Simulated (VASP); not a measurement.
Set up this calculation in VASP 6.6.1, as the native input.

| Property | Result |
| --- | --- |
| Task | single point |
| Functional | PBEsol |
| Potentials or basis | VASP PAW PBE potentials, release 64 (Sc_sv) |
| Cutoff | 520 eV |
| k mesh | 15 × 15 × 8 |
| Occupations | gaussian, width 0.1 eV |
| Spin | no spin polarisation |
| Dipole correction | no |
| Further INCAR settings | ALGO = Normal; EDIFF = 1e-07; NBANDS = 18 |

The structure of Sc lies in POSCAR:

```
Sc
1.0
    3.2769193511      0.0000000000      0.0000000000
   -1.6384596755      2.8378954042      0.0000000000
    0.0000000000      0.0000000000      5.0825078104
Sc
2
Direct
    0.3333333333      0.6666666667      0.2500000000
    0.6666666667      0.3333333333      0.7500000000
```

One way to write it, as run:

INCAR

```
ALGO = Normal
EDIFF = 1E-7
ENCUT = 520
GGA = PS
ISIF = 2
ISMEAR = 0
LASPH = T
LCHARG = F
LREAL = F
LWAVE = F
NBANDS = 18
NELM = 60
PREC = Accurate
SIGMA = 0.1
```

KPOINTS

```
k-points
0
Gamma
  15 15 8
```

Potentials or basis: VASP PAW PBE potentials, release 64 (Sc_sv).

The run is started by

```sh
$ cat potpaw_PBE.64/Sc_sv/POTCAR > POTCAR
$ mpirun -np 1 vasp_std > vasp.out
```

Results of the run:

| Property | Result |
| --- | --- |
| Pressure | 0.0 GPa |
| Band gap on the k mesh | zero (band 11 reaches 4.84 eV, above the bottom of band 12 at 3.26 eV) |

Caveat: the PAW data sets were made with another functional, which shifts forces and pressure a little.

Wall time 59 s on 1 thread of Intel(R) Xeon(R) Platinum 8259CL CPU @ 2.50GHz (Skylake/Cascade Lake), on a shared host, peak memory 0.22 GiB.
